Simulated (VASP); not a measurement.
# Os (P6_3/mmc) in VASP: further runs

Runs on Os. Level: LDA. Tasks: single point, relaxation of cell and atoms.

Program: VASP 6.6.1. These are calculated values, not measurements. Logs are shortened: lines on timing, memory, paths and dates and some standing lists are left out, and cuts for length are marked.

**1. The cell of the first run**

The structure is hexagonal, space group P6_3/mmc (No. 194). The conventional cell has a = 2.715 Å, b = 2.715 Å, c = 4.293 Å, α = 90.00°, β = 90.00°, γ = 120.00°. Os (site symmetry -6m2) has 12 Os at 2.66 to 2.71 Å within 3.5 Å.

**2. Single point, LDA**

Contents of INCAR:

```
SYSTEM = Os
PREC = Accurate ; ENCUT = 520
EDIFF = 1E-6 ; ISMEAR = 0
SIGMA = 0.1 ; LREAL = .False.
LASPH = .True. ; NELM = 80
ALGO = Normal ; ISIF = 2
LWAVE = .False. ; LCHARG = .False.
NBANDS = 15
```

Contents of KPOINTS:

```
regular mesh
0
Gamma
  18 18 10
  0 0 0
```

Contents of POSCAR:

```
Os
1.0
    2.7145740629      0.0000000000      0.0000000000
   -1.3572870315      2.3508900989      0.0000000000
    0.0000000000      0.0000000000      4.2932373064
Os
2
Direct
    0.3333333333      0.6666666667      0.2500000000
    0.6666666667      0.3333333333      0.7500000000
```

Potentials or basis: VASP PAW LDA potentials, release 64 (Os).

Run with:

```
$ cat potpaw_LDA.64/Os/POTCAR > POTCAR
$ mpirun -np 1 vasp_std > vasp.out
```

OUTCAR:

```text
SYSTEM = Os
   PREC = Accurate
   ENCUT = 520
   EDIFF = 1E-6
   ISMEAR = 0
   LREAL = .False.
   LASPH = .True.
   NELM = 80
   ISIF = 2

 ion  position               nearest neighbor table
   1  0.333  0.667  0.250-   2 2.66   2 2.66   2 2.66   2 2.66   2 2.66   2 2.66
   2  0.667  0.333  0.750-   1 2.66   1 2.66   1 2.66   1 2.66   1 2.66   1 2.66

  LATTYP: Found a hexagonal cell.
 ALAT       =     2.7145740629
 C/A-ratio  =     1.5815509936

  Lattice vectors:

 A1 = (   2.7145740629,   0.0000000000,   0.0000000000)
 A2 = (  -1.3572870315,   2.3508900989,   0.0000000000)
 A3 = (   0.0000000000,   0.0000000000,   4.2932373064)

Analysis of symmetry for initial positions (statically):
=====================================================================
 Subroutine PRICEL returns:
 Original cell was already a primitive cell.

 Routine SETGRP: Setting up the symmetry group for a
 hexagonal supercell.

 Subroutine GETGRP returns: Found 24 space group operations
 (whereof 12 operations were pure point group operations)
 out of a pool of 24 trial point group operations.

The static configuration has the point symmetry D_3d.
 The point group associated with its full space group is D_6h.

Analysis of symmetry for dynamics (positions and initial velocities):
=====================================================================
 Subroutine PRICEL returns:
 Original cell was already a primitive cell.

 Routine SETGRP: Setting up the symmetry group for a
 hexagonal supercell.

 Subroutine GETGRP returns: Found 24 space group operations
 (whereof 12 operations were pure point group operations)
 out of a pool of 24 trial point group operations.

The dynamic configuration has the point symmetry D_3d.
 The point group associated with its full space group is D_6h.

 Subroutine INISYM returns: Found 24 space group operations
 (whereof 12 operations are pure point group operations),
 and found     1 'primitive' translations

----------------------------------------------------------------------------------------

                                     Primitive cell

  volume of cell :      27.3980

  direct lattice vectors                    reciprocal lattice vectors
     2.714574063  0.000000000  0.000000000     0.368381918  0.212685400  0.000000000
    -1.357287032  2.350890099  0.000000000     0.000000000  0.425370799  0.000000000
     0.000000000  0.000000000  4.293237306     0.000000000  0.000000000  0.232924464

  length of vectors
     2.714574063  2.714574063  4.293237306     0.425370799  0.425370799  0.232924464

  position of ions in fractional coordinates (direct lattice)
     0.333333333  0.666666667  0.250000000
     0.666666667  0.333333333  0.750000000

  ion indices of the primitive-cell ions
   primitive index   ion index
                 1           1
                 2           2

----------------------------------------------------------------------------------------

 KPOINTS: regular mesh

Automatic generation of k-mesh.
 Grid dimensions read from file:
 generate k-points for:   18   18   10

 Generating k-lattice:

  Cartesian coordinates                     Fractional coordinates (reciprocal lattice)
     0.020465662  0.011815856  0.000000000     0.055555556  0.000000000  0.000000000
     0.000000000  0.023631711  0.000000000     0.000000000  0.055555556  0.000000000
     0.000000000  0.000000000  0.023292446     0.000000000  0.000000000  0.100000000

  Length of vectors
     0.023631711  0.023631711  0.023292446

  Shift w.r.t. Gamma in fractional coordinates (k-lattice)
     0.000000000  0.000000000  0.000000000

 Subroutine IBZKPT returns following result:
 ===========================================

 Found    222 irreducible k-points:

 Following reciprocal coordinates:
            Coordinates               Weight
  0.000000  0.000000  0.000000      1.000000
  0.055556 -0.000000  0.000000      6.000000
  0.111111 -0.000000  0.000000      6.000000
  0.166667 -0.000000  0.000000      6.000000
  0.222222 -0.000000  0.000000      6.000000
  0.277778 -0.000000  0.000000      6.000000
[... 16 lines left out ...]
  0.333333  0.111111  0.000000     12.000000
  0.388889  0.111111  0.000000     12.000000
 [... further k-points ...]
   k-points           NKPTS =    222   k-points in BZ     NKDIM =    222   number of bands    NBANDS=     15
   number of dos      NEDOS =    301   number of ions     NIONS =      2
   total plane-waves  NPLWV =  12800
   dimension x,y,z NGX =    20 NGY =   20 NGZ =   32
   dimension x,y,z NGXF=    40 NGYF=   40 NGZF=   64
   ions per type =               2
   NGX,Y,Z   is equivalent  to a cutoff of  12.25, 12.25, 12.39 a.u.
   NGXF,Y,Z  is equivalent  to a cutoff of  24.50, 24.50, 24.78 a.u.
 SYSTEM =  Os
   PREC   = accura    normal or accurate (medium, high low for compatibility)
   ISTART =      0    job   : 0-new  1-cont  2-samecut
   ICHARG =      2    charge: 1-file 2-atom 10-const
   ISPIN  =      1    spin polarized calculation?
   LNONCOLLINEAR =      F non collinear calculations
   LSORBIT =      F    spin-orbit coupling
   LASPH  =      T    aspherical Exc in radial PAW
   ENCUT  =  520.0 eV  38.22 Ry    6.18 a.u.   5.05  5.05  7.98*2*pi/ulx,y,z
   NELM   =     80;   NELMIN=  2; NELMDL= -5     # of ELM steps
   EDIFF  = 0.1E-05   stopping-criterion for ELM
   LREAL  =      F    real-space projection
   EDIFFG = 0.1E-04   stopping-criterion for IOM
   NSW    =      0    number of steps for IOM
   IBRION =     -1    ionic relax: 0-MD 1-quasi-New 2-CG
   NFREE  =      0    steps in history (QN), initial steepest desc. (CG)
   ISIF   =      2    stress and relaxation
   ISYM   =      2    0-nonsym 1-usesym 2-fastsym
   POTIM  = 0.5000    time-step for ionic-motion
   TEBEG  =    0.0;   TEEND  =   0.0 temperature during run
   PSTRESS=    0.0 pullay stress
   NELECT =      16.0000    total number of electrons
   NUPDOWN=      -1.0000    fix difference up-down
   EMIN   =  10.00;   EMAX   =-10.00  energy-range for DOS
   EFERMI =   0.00;   METHOD = LEGACY
   ISMEAR =     0;   SIGMA  =   0.10  broadening in eV -4-tet -1-fermi 0-gaus
   EFERMI_NEDOS =   21; number of points for ismear=-14 and -15
   IALGO  =     38    algorithm
   IMIX   =      4    mixing-type and parameters
     AMIX     =   0.40;   BMIX     =  1.00
     AMIX_MAG =   1.60;   BMIX_MAG =  1.00
  volume/ion in A,a.u.               =      13.70        92.45
  Fermi-wavevector in a.u.,A,eV,Ry     =   1.368386  2.585874 25.476628  1.872479
  Thomas-Fermi vector in A             =   2.494354
   LORBIT       =      0    0 simple, 1 ext, 2 COOP (PROOUT), +10 PAW based schemes
   GGA     = CA    functional components
   LHFCALC =     F    Hartree Fock is set to
   AEXX    =    0.0000 exact exchange contribution
   IVDW    =     0    specifies the selected vdW correction
   LEPSILON=     F    determine dielectric tensor
   LRPA    =     F    only Hartree local field effects (RPA)
 non-spin polarized calculation
 Gauss-broadening in eV      SIGMA  =   0.10
  energy-cutoff  :      520.00
  volume of cell :       27.40
 maximum number of plane-waves:       756
   NGX = 11   NGY = 11   NGZ = 15

 number of electron      15.9999998 magnetization

 Free energy of the ion-electron system (eV)
  ---------------------------------------------------
  ext. energy  EPLUGINS =         0.00000000
  ---------------------------------------------------
  free energy    TOTEN  =       -25.30649535 eV

  energy without entropy =      -25.29907019  energy(sigma->0) =      -25.30278277

 E-fermi :   9.7086     XC(G=0): -14.2984

 val. band max:        9.6933173151   @ k =   0.2222   0.0556   0.3000
 cond. band min:       9.7177082623   @ k =   0.2778  -0.0000   0.1000
 fundamental gap:      0.0243909472
 Fermi energy:         9.7085627747

 k-point     1 :       0.0000    0.0000    0.0000
  band No.  band energies     occupation
      1      -1.3398      2.00000
      2       1.7519      2.00000
      3       6.5504      2.00000
      4       6.5504      2.00000
      5       6.7984      2.00000
      6       7.4159      2.00000
      7       7.4159      2.00000
      8       8.1034      2.00000
      9       8.1034      2.00000
     10       9.8527      0.04149
     11      11.4454      0.00000
     12      11.4454      0.00000
     13      19.0323      0.00000
     14      23.8319      0.00000
     15      26.5424      0.00000

 k-point     2 :       0.0556   -0.0000    0.0000
  band No.  band energies     occupation
      1      -1.2109      2.00000
      2       1.8669      2.00000
      3       6.2537      2.00000
      4       6.6641      2.00000
      5       7.0601      2.00000
      6       7.3376      2.00000
      7       7.5223      2.00000
      8       7.9490      2.00000
      9       8.0098      2.00000
     10       9.2015      2.00000
     11      11.5115      0.00000
     12      12.2828      0.00000
     13      19.0247      0.00000
     14      24.1027      0.00000
     15      26.7128      0.00000

 k-point     3 :       0.1111   -0.0000    0.0000
  band No.  band energies     occupation
      1      -0.8353      2.00000
      2       2.1885      2.00000
      3       5.8232      2.00000
      4       7.0008      2.00000
      5       7.0963      2.00000
      6       7.3407      2.00000
      7       7.4664      2.00000
      8       7.7621      2.00000
      9       7.8367      2.00000
     10       8.5112      2.00000
     11      11.6790      0.00000
     12      13.6848      0.00000
     13      18.9800      0.00000
     14      24.8444      0.00000
     15      27.1595      0.00000
[... 343 lines left out ...]
 k-point    23 :       0.3333    0.1111    0.0000
  band No.  band energies     occupation
      1       2.6564      2.00000
      2       2.9619      2.00000
      3       3.4580      2.00000
      4       5.7029      2.00000
      5       6.0478      2.00000
      6       7.2108      2.00000
      7       7.3996      2.00000
      8      10.4916      0.00000
      9      11.3275      0.00000
     10      12.2595      0.00000
     11      12.7194      0.00000
     12      18.4609      0.00000
     13      19.0543      0.00000
     14      21.3956      0.00000
     15      21.5136      0.00000

 k-point    24 :       0.3889    0.1111    0.0000
  band No.  band energies     occupation
      1       2.7365      2.00000
      2       2.8924      2.00000
      3       3.1830      2.00000
      4       5.9931      2.00000
      5       6.1892      2.00000
      6       7.0324      2.00000
      7       7.7315      2.00000
      8      11.3426      0.00000
      9      11.7934      0.00000
     10      12.2900      0.00000
     11      13.7737      0.00000
     12      16.8875      0.00000
     13      19.3656      0.00000
     14      20.4411      0.00000
     15      22.2725      0.00000

 [... further k-points ...]
[... 5 lines left out ...]
  --------------------------------------------------------------------------------------
  -------------------------------------------------------------------------------------
  Total        0.1738527      0.1738527      0.1523673     -0.0000000     -0.0000000      0.0000000
  in kB       10.1665391     10.1665391      8.9101177     -0.0000000     -0.0000000      0.0000000
  external PRESSURE =       9.7477320 kB  Pullay stress =       0.0000000 kB

 VOLUME and BASIS-vectors are now :
 -----------------------------------------------------------------------------
  energy-cutoff  :      520.00
  volume of cell :       27.40
      direct lattice vectors                 reciprocal lattice vectors
     2.714574063  0.000000000  0.000000000     0.368381918  0.212685400  0.000000000
    -1.357287032  2.350890099  0.000000000     0.000000000  0.425370799  0.000000000
     0.000000000  0.000000000  4.293237306     0.000000000  0.000000000  0.232924464

 POSITION                                       TOTAL-FORCE (eV/Angst)
 -----------------------------------------------------------------------------------
     -0.00000      1.56726      1.07331        -0.000000      0.000000      0.000000
      1.35729      0.78363      3.21993         0.000000     -0.000000      0.000000
 -----------------------------------------------------------------------------------
    total drift:                               -0.000000      0.000000     -0.000000

  FREE ENERGIE OF THE ION-ELECTRON SYSTEM (eV)
  ---------------------------------------------------
  free  energy   TOTEN  =       -25.3064953511 eV

  energy  without entropy=      -25.2990701919  energy(sigma->0) =      -25.30278277
```

It took 24 s on 1 thread of Intel Xeon 6975P-C (Granite Rapids), shared host; peak memory 0.18 GiB.

What came out:

```yaml
Free_energy: -25.3065 eV
Pressure: 1.0 GPa
Band_gap_on_the_k_mesh: zero (bands 8 and 9 overlap by 4.07 eV)
```

Caveat: spin-orbit coupling is left out, which moves the levels of the heavy elements.

**3. Relaxation of cell and atoms, LDA**

Contents of INCAR:

```
ALGO     = Normal         # electronic algorithm
EDIFF    = 1E-7           # SCF threshold, eV
EDIFFG   = -0.005         # ionic threshold
ENCUT    = 600            # plane-wave cutoff, eV
GGA      = CA             # functional
IBRION   = 2              # ionic algorithm
ISIF     = 3              # what is computed and relaxed
ISMEAR   = 0              # smearing method
LASPH    = T              # aspherical terms in the spheres
LCHARG   = F              # write CHGCAR
LREAL    = F              # projectors in reciprocal space
LWAVE    = F              # write WAVECAR
NELM     = 60             # most SCF steps
NSW      = 100            # ionic steps
PREC     = Accurate       # precision mode
SIGMA    = 0.1            # smearing width, eV
```

Contents of KPOINTS:

```
k-points
0
Gamma
  18 18 10
```

Contents of POSCAR:

```
Os
1.0
    2.7128151981      0.0000000000      0.0000000000
   -1.3564075991      2.3493668773      0.0000000000
    0.0000000000      0.0000000000      4.2951986728
Os
2
Direct
    0.3333333333      0.6666666667      0.2500000000
    0.6666666667      0.3333333333      0.7500000000
```

Potentials or basis: VASP PAW LDA potentials, release 64 (Os).

Run with:

```
$ cat potpaw_LDA.64/Os/POTCAR > POTCAR
$ mpirun -np 1 vasp_std > vasp.out
```

Wall time 74 s (1 thread of Intel Xeon 6975P-C (Granite Rapids), shared host); peak memory 0.21 GiB.

Results (log left out):

- Free energy: -25.3110 eV
- Relaxed volume: 13.73 Å³/atom
- Relaxed cell: a = 2.717 Å, b = 2.717 Å, c = 4.296 Å, α = 90.00°, β = 90.00°, γ = 120.00°
- Space group after relaxing (to 0.1 Å): P6_3/mmc (No. 194)
- Energy gained by relaxing: 0.3 meV/atom
- Ionic steps: 6
- Pressure after relaxing: 0.0 GPa
- Band gap on the k mesh: zero (bands 8 and 9 overlap by 4.05 eV)

Step by step:
```csv
step,energy change (eV),largest force (eV/Å),pressure (GPa),volume (Å³)
1,0.0000,0.0000,1.58,27.38
2,0.0092,0.0000,-6.96,27.91
3,-0.0005,0.0000,-0.07,27.47
4,-0.0005,0.0000,-0.04,27.47
5,-0.0005,0.0000,0.08,27.47
6,-0.0005,0.0000,0.02,27.47
```

Final structure:
```
Os
1.0
     2.71723    0.00000    0.00000
    -1.35862    2.35319    0.00000
     0.00000    0.00000    4.29606
Os
2
Cartesian
  0.0000 1.5688 1.0740
  1.3586 0.7844 3.2220
```

Levels at points of the mesh, in eV from the Fermi level:
```tsv
k point	band 4	band 5	band 6	band 7	band 8	band 9	band 10	band 11	band 12
(0.00, 0.00, 0.00)	-3.15	-2.90	-2.28	-2.28	-1.60	-1.60	0.15	1.73	1.73
(0.50, 0.00, 0.00)	-3.64	-2.88	-2.61	-1.93	2.10	2.68	2.80	4.57	5.90
(0.00, 0.00, 0.50)	-3.64	-3.34	-3.34	-3.34	-3.34	0.92	0.92	0.92	0.92
(0.50, 0.00, 0.50)	-5.47	-1.24	-1.24	-0.08	-0.08	2.44	2.44	3.42	3.42
```

Caveat: spin-orbit coupling is left out, which moves the levels of the heavy elements.
